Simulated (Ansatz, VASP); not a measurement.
Two plane-wave programs on Cd

```xyz
4
Lattice="2.8874 0.0000 0.0000 -1.4437 2.5005 0.0000 0.0000 0.0000 10.6759" Properties=species:S:1:pos:R:3 pbc="T T T"
Cd    0.0000    0.0000    0.0000
Cd    0.0000    1.6670    2.6690
Cd    0.0000    0.0000    5.3379
Cd    1.4437    0.8335    8.0069
```

Alike in both runs: task single point; functional PBEsol; k mesh 15 × 15 × 4; occupations gaussian, width 0.1 eV; no spin polarisation.

```csv
,VASP,Ansatz
version,VASP 6.6.1,Ansatz 0.2.0
potentials or method,"VASP PAW PBE potentials, release 64 (Cd_sv_GW), cutoff 540 eV","scalar-relativistic, plane waves, PAW"
valence electrons in the cell,80,80
```

Ansatz gave:

- gap on the k mesh at the Fermi level (eV): none
- pressure (GPa): 6.5
- traceless stress, the component that is largest in VASP (GPa): 0.27

What did VASP give for the same quantities?

gap on the k mesh at the Fermi level (eV): none; pressure (GPa): 4.1; traceless stress, the component that is largest in VASP (GPa): 0.27.

VASP's potentials were made for PBE, not for PBEsol. A gap of «none» marks a metal or a gap that the smearing closes.
